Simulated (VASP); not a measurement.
# Ni3Ge (Pm-3m) in VASP: notebook

Runs on Ni3Ge. Level: LDA. Tasks: single point, relaxation of cell and atoms.

All numbers are computed with VASP 6.6.1; they aren't measurements. Logs are shortened: lines on timing, memory, paths and dates and some standing lists are left out, and cuts for length are marked.

## (1) The cell of the first run

The structure is cubic, space group Pm-3m (No. 221). Conventional cell: a = 3.467 Å, b = 3.467 Å, c = 3.467 Å, α = 90.00°, β = 90.00°, γ = 90.00°. Ni (site symmetry 4/mmm) has 8 Ni at 2.45 Å and 4 Ge at 2.45 Å within 3.2 Å. Ge (site symmetry m-3m) has 12 Ni at 2.45 Å within 3.2 Å.

## (2) Single point, LDA (10.42 Å³/atom)

Contents of INCAR:

```
SYSTEM = Ni3Ge
  ALGO = Normal
  EDIFF = 1E-6
  ENCUT = 520
  ISIF = 2
  ISMEAR = -1
  LASPH = .TRUE.
  LCHARG = .FALSE.
  LREAL = .FALSE.
  LWAVE = .FALSE.
  NBANDS = 30
  NELM = 60
  PREC = Accurate
  SIGMA = 0.15
```

Contents of KPOINTS:

```
k-points
0
G
  12 12 12
  0 0 0
```

Contents of POSCAR:

```
Ni3Ge
1.0
    3.4671136096      0.0000000000      0.0000000000
    0.0000000000      3.4671136096      0.0000000000
    0.0000000000      0.0000000000      3.4671136096
Ni Ge
3 1
Direct
    0.5000000000      0.0000000000      0.5000000000
    0.0000000000      0.5000000000      0.5000000000
    0.5000000000      0.5000000000      0.0000000000
    0.0000000000      0.0000000000      0.0000000000
```

Potentials or basis: VASP PAW LDA potentials, release 64 (Ni, Ge_d).

On the command line:

```console
> cat potpaw_LDA.64/Ni/POTCAR potpaw_LDA.64/Ge_d/POTCAR > POTCAR
> mpirun -np 1 vasp_std > vasp.out
```

OUTCAR:

```text
SYSTEM = Ni3Ge
   EDIFF = 1E-6
   ENCUT = 520
   ISIF = 2
   ISMEAR = -1
   LASPH = .TRUE.
   LREAL = .FALSE.
   NELM = 60
   PREC = Accurate

 ion  position               nearest neighbor table
   1  0.500  0.000  0.500-   2 2.45   3 2.45   4 2.45   3 2.45   4 2.45   2 2.45   3 2.45   3 2.45
                             2 2.45   4 2.45   4 2.45   2 2.45
   2  0.000  0.500  0.500-   1 2.45   3 2.45   4 2.45   3 2.45   4 2.45   1 2.45   4 2.45   4 2.45
                             1 2.45   3 2.45   3 2.45   1 2.45
   3  0.500  0.500  0.000-   1 2.45   2 2.45   4 2.45   1 2.45   2 2.45   1 2.45   4 2.45   1 2.45
                             2 2.45   4 2.45   2 2.45   4 2.45
   4  0.000  0.000  0.000-   1 2.45   2 2.45   3 2.45   1 2.45   2 2.45   2 2.45   3 2.45   2 2.45
                             1 2.45   3 2.45   1 2.45   3 2.45

  LATTYP: Found a simple cubic cell.
 ALAT       =     3.4671136096

  Lattice vectors:

 A1 = (   3.4671136096,   0.0000000000,   0.0000000000)
 A2 = (   0.0000000000,   3.4671136096,   0.0000000000)
 A3 = (   0.0000000000,   0.0000000000,   3.4671136096)

Analysis of symmetry for initial positions (statically):
=====================================================================
 Subroutine PRICEL returns:
 Original cell was already a primitive cell.

 Routine SETGRP: Setting up the symmetry group for a
 simple cubic supercell.

 Subroutine GETGRP returns: Found 48 space group operations
 (whereof 48 operations were pure point group operations)
 out of a pool of 48 trial point group operations.

The static configuration has the point symmetry O_h .

Analysis of symmetry for dynamics (positions and initial velocities):
=====================================================================
 Subroutine PRICEL returns:
 Original cell was already a primitive cell.

 Routine SETGRP: Setting up the symmetry group for a
 simple cubic supercell.

 Subroutine GETGRP returns: Found 48 space group operations
 (whereof 48 operations were pure point group operations)
 out of a pool of 48 trial point group operations.

The dynamic configuration has the point symmetry O_h .

 Subroutine INISYM returns: Found 48 space group operations
 (whereof 48 operations are pure point group operations),
 and found     1 'primitive' translations

----------------------------------------------------------------------------------------

                                     Primitive cell

  volume of cell :      41.6777

  direct lattice vectors                    reciprocal lattice vectors
     3.467113610  0.000000000  0.000000000     0.288424353  0.000000000  0.000000000
     0.000000000  3.467113610  0.000000000     0.000000000  0.288424353  0.000000000
     0.000000000  0.000000000  3.467113610     0.000000000  0.000000000  0.288424353

  length of vectors
     3.467113610  3.467113610  3.467113610     0.288424353  0.288424353  0.288424353

  position of ions in fractional coordinates (direct lattice)
     0.500000000  0.000000000  0.500000000
     0.000000000  0.500000000  0.500000000
     0.500000000  0.500000000  0.000000000
     0.000000000  0.000000000  0.000000000

  ion indices of the primitive-cell ions
   primitive index   ion index
                 1           1
                 2           2
                 3           3
                 4           4

----------------------------------------------------------------------------------------

 KPOINTS: k-points

Automatic generation of k-mesh.
 Grid dimensions read from file:
 generate k-points for:   12   12   12

 Generating k-lattice:

  Cartesian coordinates                     Fractional coordinates (reciprocal lattice)
     0.024035363  0.000000000  0.000000000     0.083333333  0.000000000  0.000000000
     0.000000000  0.024035363  0.000000000     0.000000000  0.083333333  0.000000000
     0.000000000  0.000000000  0.024035363     0.000000000  0.000000000  0.083333333

  Length of vectors
     0.024035363  0.024035363  0.024035363

  Shift w.r.t. Gamma in fractional coordinates (k-lattice)
     0.000000000  0.000000000  0.000000000

 Subroutine IBZKPT returns following result:
 ===========================================

 Found     84 irreducible k-points:

 Following reciprocal coordinates:
            Coordinates               Weight
  0.000000  0.000000  0.000000      1.000000
  0.083333  0.000000  0.000000      6.000000
  0.166667  0.000000  0.000000      6.000000
  0.250000  0.000000  0.000000      6.000000
  0.333333  0.000000  0.000000      6.000000
  0.416667  0.000000  0.000000      6.000000
[... 16 lines left out ...]
  0.333333  0.333333  0.000000     12.000000
  0.416667  0.333333  0.000000     24.000000
 [... further k-points ...]
   k-points           NKPTS =     84   k-points in BZ     NKDIM =     84   number of bands    NBANDS=     30
   number of dos      NEDOS =    301   number of ions     NIONS =      4
   total plane-waves  NPLWV =  21952
   dimension x,y,z NGX =    28 NGY =   28 NGZ =   28
   dimension x,y,z NGXF=    56 NGYF=   56 NGZF=   56
   ions per type =               3   1
   NGX,Y,Z   is equivalent  to a cutoff of  13.43, 13.43, 13.43 a.u.
   NGXF,Y,Z  is equivalent  to a cutoff of  26.85, 26.85, 26.85 a.u.
 SYSTEM =  Ni3Ge
   PREC   = accura    normal or accurate (medium, high low for compatibility)
   ISTART =      0    job   : 0-new  1-cont  2-samecut
   ICHARG =      2    charge: 1-file 2-atom 10-const
   ISPIN  =      1    spin polarized calculation?
   LNONCOLLINEAR =      F non collinear calculations
   LSORBIT =      F    spin-orbit coupling
   LASPH  =      T    aspherical Exc in radial PAW
   ENCUT  =  520.0 eV  38.22 Ry    6.18 a.u.   6.45  6.45  6.45*2*pi/ulx,y,z
   NELM   =     60;   NELMIN=  2; NELMDL= -5     # of ELM steps
   EDIFF  = 0.1E-05   stopping-criterion for ELM
   LREAL  =      F    real-space projection
   EDIFFG = 0.1E-04   stopping-criterion for IOM
   NSW    =      0    number of steps for IOM
   IBRION =     -1    ionic relax: 0-MD 1-quasi-New 2-CG
   NFREE  =      0    steps in history (QN), initial steepest desc. (CG)
   ISIF   =      2    stress and relaxation
   ISYM   =      2    0-nonsym 1-usesym 2-fastsym
   POTIM  = 0.5000    time-step for ionic-motion
   TEBEG  =    0.0;   TEEND  =   0.0 temperature during run
   PSTRESS=    0.0 pullay stress
   NELECT =      44.0000    total number of electrons
   NUPDOWN=      -1.0000    fix difference up-down
   EMIN   =  10.00;   EMAX   =-10.00  energy-range for DOS
   EFERMI =   0.00;   METHOD = LEGACY
   ISMEAR =    -1;   SIGMA  =   0.15  broadening in eV -4-tet -1-fermi 0-gaus
   EFERMI_NEDOS =   21; number of points for ismear=-14 and -15
   IALGO  =     38    algorithm
   IMIX   =      4    mixing-type and parameters
     AMIX     =   0.40;   BMIX     =  1.00
     AMIX_MAG =   1.60;   BMIX_MAG =  1.00
  volume/ion in A,a.u.               =      10.42        70.31
  Fermi-wavevector in a.u.,A,eV,Ry     =   1.666957  3.150091 37.807116  2.778745
  Thomas-Fermi vector in A             =   2.753062
   LORBIT       =      0    0 simple, 1 ext, 2 COOP (PROOUT), +10 PAW based schemes
   GGA     = CA    functional components
   LHFCALC =     F    Hartree Fock is set to
   AEXX    =    0.0000 exact exchange contribution
   IVDW    =     0    specifies the selected vdW correction
   LEPSILON=     F    determine dielectric tensor
   LRPA    =     F    only Hartree local field effects (RPA)
 non-spin polarized calculation
  energy-cutoff  :      520.00
  volume of cell :       41.68
 maximum number of plane-waves:      1141
 NGX is ok and might be reduce to    28
   NGX = 13   NGY = 13   NGZ = 13

 number of electron      43.9999966 magnetization

 Free energy of the ion-electron system (eV)
  ---------------------------------------------------
  ext. energy  EPLUGINS =         0.00000000
  ---------------------------------------------------
  free energy    TOTEN  =       -26.45563601 eV

  energy without entropy =      -26.30103809  energy(sigma->0) =      -26.37833705

 E-fermi :  10.9938     XC(G=0): -14.1509

 val. band max:       10.9737795508   @ k =   0.5000   0.4167   0.3333
 cond. band min:      11.0459809630   @ k =   0.4167   0.4167   0.3333
 fundamental gap:      0.0722014122
 Fermi energy:        10.9938445533

 k-point     1 :       0.0000    0.0000    0.0000
  band No.  band energies     occupation
      1     -13.8732      2.00000
      2     -13.8732      2.00000
      3     -13.8555      2.00000
      4     -13.8555      2.00000
      5     -13.8555      2.00000
      6      -2.0710      2.00000
[... 22 lines left out ...]
     29      21.8156      0.00000
     30      21.8156      0.00000

 k-point     2 :       0.0833    0.0000    0.0000
  band No.  band energies     occupation
      1     -13.8728      2.00000
      2     -13.8710      2.00000
      3     -13.8555      2.00000
      4     -13.8555      2.00000
      5     -13.8554      2.00000
      6      -1.9884      2.00000
[... 22 lines left out ...]
     29      21.6438      0.00000
     30      21.6438      0.00000

 k-point     3 :       0.1667    0.0000    0.0000
  band No.  band energies     occupation
      1     -13.8717      2.00000
      2     -13.8651      2.00000
      3     -13.8555      2.00000
      4     -13.8555      2.00000
      5     -13.8551      2.00000
      6      -1.7445      2.00000
[... 22 lines left out ...]
     29      20.9621      0.00000
     30      21.1426      0.00000

 k-point     4 :       0.2500    0.0000    0.0000
  band No.  band energies     occupation
      1     -13.8702      2.00000
      2     -13.8569      2.00000
      3     -13.8554      2.00000
      4     -13.8554      2.00000
      5     -13.8547      2.00000
      6      -1.3536      2.00000
[... 616 lines left out ...]
     29      21.8635      0.00000
     30      22.5855      0.00000

 k-point    23 :       0.3333    0.3333    0.0000
  band No.  band energies     occupation
      1     -13.8645      2.00000
      2     -13.8569      2.00000
      3     -13.8549      2.00000
      4     -13.8546      2.00000
      5     -13.8348      2.00000
      6       0.2100      2.00000
[... 22 lines left out ...]
     29      21.4841      0.00000
     30      21.9512      0.00000

 k-point    24 :       0.4167    0.3333    0.0000
  band No.  band energies     occupation
      1     -13.8663      2.00000
      2     -13.8557      2.00000
      3     -13.8548      2.00000
      4     -13.8545      2.00000
      5     -13.8300      2.00000
      6       0.6258      2.00000
[... 22 lines left out ...]
     29      21.2405      0.00000
     30      22.3257      0.00000

 [... further k-points ...]

------------------------ aborting loop because EDIFF is reached ----------------------------------------

  FORCE on cell =-STRESS in cart. coord.  units (eV):
  Direction    XX          YY          ZZ          XY          YZ          ZX
  --------------------------------------------------------------------------------------
  -------------------------------------------------------------------------------------
  Total        1.4154581      1.4154581      1.4154581      0.0000000     -0.0000000      0.0000000
  in kB       54.4130905     54.4130905     54.4130905      0.0000000     -0.0000000      0.0000000
  external PRESSURE =      54.4130905 kB  Pullay stress =       0.0000000 kB

 VOLUME and BASIS-vectors are now :
 -----------------------------------------------------------------------------
  energy-cutoff  :      520.00
  volume of cell :       41.68
      direct lattice vectors                 reciprocal lattice vectors
     3.467113610  0.000000000  0.000000000     0.288424353  0.000000000  0.000000000
     0.000000000  3.467113610  0.000000000     0.000000000  0.288424353  0.000000000
     0.000000000  0.000000000  3.467113610     0.000000000  0.000000000  0.288424353

 POSITION                                       TOTAL-FORCE (eV/Angst)
 -----------------------------------------------------------------------------------
      1.73356      0.00000      1.73356         0.000000      0.000000      0.000000
      0.00000      1.73356      1.73356         0.000000      0.000000      0.000000
      1.73356      1.73356      0.00000         0.000000      0.000000      0.000000
      0.00000      0.00000      0.00000         0.000000      0.000000      0.000000
 -----------------------------------------------------------------------------------
    total drift:                                0.000000      0.000000      0.000000

  FREE ENERGIE OF THE ION-ELECTRON SYSTEM (eV)
  ---------------------------------------------------
  free  energy   TOTEN  =       -26.4556360094 eV

  energy  without entropy=      -26.3010380944  energy(sigma->0) =      -26.37833705
```

Wall time 85 s (1 thread of Intel Xeon Platinum 8488C (Sapphire Rapids), shared host); peak memory 0.2 GiB.

Results:

| Quantity | Value |
| --- | --- |
| Free energy | -26.4556 eV |
| Pressure | 5.4 GPa |
| Band gap on the k mesh | zero (bands 22 and 23 overlap by 0.25 eV) |

Caveat: the cell stands under pressure. Spin polarisation is off, so any magnetic state and its effect on volume and gap are missing.

## (3) Single point, LDA

This run uses another cell than the first one, of 10.54 Å³/atom.

Contents of INCAR:

```
SYSTEM = Ni3Ge
PREC = Accurate
ENCUT = 520
EDIFF = 1E-6
ISMEAR = -1
SIGMA = 0.15
LREAL = .FALSE.
LASPH = .TRUE.
NELM = 100
ALGO = Fast
ISIF = 2
LWAVE = .FALSE.
LCHARG = .FALSE.
GGA = CA
NBANDS = 30
```

Contents of KPOINTS:

```
regular mesh
0
G
  12 12 12
  0 0 0
```

Contents of POSCAR:

```
Ni3Ge
1.0
    3.4808424712      0.0000000000      0.0000000000
    0.0000000000      3.4808424712      0.0000000000
    0.0000000000      0.0000000000      3.4808424712
Ni Ge
3 1
Direct
    0.5000000000      0.0000000000      0.5000000000
    0.0000000000      0.5000000000      0.5000000000
    0.5000000000      0.5000000000      0.0000000000
    0.0000000000      0.0000000000      0.0000000000
```

Potentials or basis: VASP PAW LDA potentials, release 64 (Ni, Ge_d).

On the command line:

```console
> cat potpaw_LDA.64/Ni/POTCAR potpaw_LDA.64/Ge_d/POTCAR > POTCAR
> mpirun -np 1 vasp_std > vasp.out
```

OUTCAR:

```text
SYSTEM = Ni3Ge
   PREC = Accurate
   ENCUT = 520
   EDIFF = 1E-6
   ISMEAR = -1
   LREAL = .FALSE.
   LASPH = .TRUE.
   NELM = 100
   ISIF = 2
   GGA = CA

 ion  position               nearest neighbor table
   1  0.500  0.000  0.500-   2 2.46   3 2.46   4 2.46   3 2.46   4 2.46   2 2.46   3 2.46   3 2.46
                             2 2.46   4 2.46   4 2.46   2 2.46
   2  0.000  0.500  0.500-   1 2.46   3 2.46   4 2.46   3 2.46   4 2.46   1 2.46   4 2.46   4 2.46
                             1 2.46   3 2.46   3 2.46   1 2.46
[... 997 lines left out ...]
  Direction    XX          YY          ZZ          XY          YZ          ZX
  --------------------------------------------------------------------------------------
  -------------------------------------------------------------------------------------
  Total        0.6582152      0.6582152      0.6582152     -0.0000000      0.0000000     -0.0000000
  in kB       25.0049159     25.0049159     25.0049159     -0.0000000      0.0000000     -0.0000000
  external PRESSURE =      25.0049159 kB  Pullay stress =       0.0000000 kB

 VOLUME and BASIS-vectors are now :
 -----------------------------------------------------------------------------
  energy-cutoff  :      520.00
  volume of cell :       42.17
      direct lattice vectors                 reciprocal lattice vectors
     3.480842471  0.000000000  0.000000000     0.287286773  0.000000000  0.000000000
     0.000000000  3.480842471  0.000000000     0.000000000  0.287286773  0.000000000
     0.000000000  0.000000000  3.480842471     0.000000000  0.000000000  0.287286773

 POSITION                                       TOTAL-FORCE (eV/Angst)
 -----------------------------------------------------------------------------------
      1.74042      0.00000      1.74042         0.000000      0.000000      0.000000
      0.00000      1.74042      1.74042         0.000000      0.000000      0.000000
      1.74042      1.74042      0.00000         0.000000      0.000000      0.000000
      0.00000      0.00000      0.00000         0.000000      0.000000      0.000000
 -----------------------------------------------------------------------------------
    total drift:                                0.000000      0.000000      0.000000

  FREE ENERGIE OF THE ION-ELECTRON SYSTEM (eV)
  ---------------------------------------------------
  free  energy   TOTEN  =       -26.4678753692 eV

  energy  without entropy=      -26.3101639484  energy(sigma->0) =      -26.38901966
```

OSZICAR:

```text
N       E                     dE             d eps       ncg     rms          rms(c)
DAV:   1     0.313501651144E+03    0.31350E+03   -0.19904E+04  5520   0.335E+03
DAV:   2     0.100079727458E+02   -0.30349E+03   -0.28871E+03  5040   0.537E+02
DAV:   3    -0.284885477386E+02   -0.38497E+02   -0.37594E+02  5400   0.166E+02
DAV:   4    -0.296598114038E+02   -0.11713E+01   -0.11698E+01  5748   0.333E+01
DAV:   5    -0.296831575368E+02   -0.23346E-01   -0.23345E-01  6684   0.407E+00    0.187E+01
RMM:   6    -0.288699467574E+02    0.81321E+00   -0.26831E+01  6307   0.502E+01    0.138E+01
RMM:   7    -0.265926960795E+02    0.22773E+01   -0.55668E+00  6237   0.256E+01    0.443E+00
RMM:   8    -0.264710199709E+02    0.12168E+00   -0.16577E-01  6953   0.335E+00    0.674E-01
RMM:   9    -0.264684136832E+02    0.26063E-02   -0.36132E-02  7424   0.158E+00    0.305E-01
RMM:  10    -0.264680245697E+02    0.38911E-03   -0.75560E-03  8028   0.686E-01    0.155E-01
RMM:  11    -0.264678335675E+02    0.19100E-03   -0.19468E-03  7623   0.460E-01    0.714E-02
RMM:  12    -0.264678637352E+02   -0.30168E-04   -0.81472E-04  8044   0.211E-01    0.437E-02
RMM:  13    -0.264678705084E+02   -0.67732E-05   -0.23529E-04  8262   0.109E-01    0.141E-02
RMM:  14    -0.264678765220E+02   -0.60136E-05   -0.51525E-05  8339   0.414E-02    0.127E-02
RMM:  15    -0.264678750552E+02    0.14668E-05   -0.84757E-06  6282   0.272E-02    0.105E-03
RMM:  16    -0.264678753692E+02   -0.31407E-06   -0.32078E-06  4894   0.117E-02
   1 F= -.26467875E+02 E0= -.26389020E+02  d E =-.157711E+00
```

It took 1.8 min on 1 thread of Intel Xeon Platinum 8488C (Sapphire Rapids), shared host; peak memory 0.2 GiB.

What came out:

- Free energy: -26.4679 eV
- Pressure: 2.5 GPa
- Band gap on the k mesh: zero (bands 22 and 23 overlap by 0.24 eV)

Levels at points of the mesh, in eV from the Fermi level:
```csv
k point,band 18,band 19,band 20,band 21,band 22,band 23,band 24,band 25,band 26,band 27
"(0.00, 0.00, 0.00)",-1.08,-0.72,-0.72,-0.40,-0.08,-0.08,-0.08,4.21,7.12,7.12
"(0.50, 0.00, 0.00)",-1.50,-1.43,-1.32,-0.67,-0.08,3.69,3.69,4.88,5.88,5.88
"(0.50, 0.50, 0.00)",-1.60,-1.36,-1.29,-1.11,-1.09,0.58,0.58,5.88,6.65,8.87
"(0.50, 0.50, 0.50)",-1.52,-1.35,-1.35,-0.63,-0.32,-0.32,-0.32,0.72,4.36,4.36
```

[end of part 1 of 2]
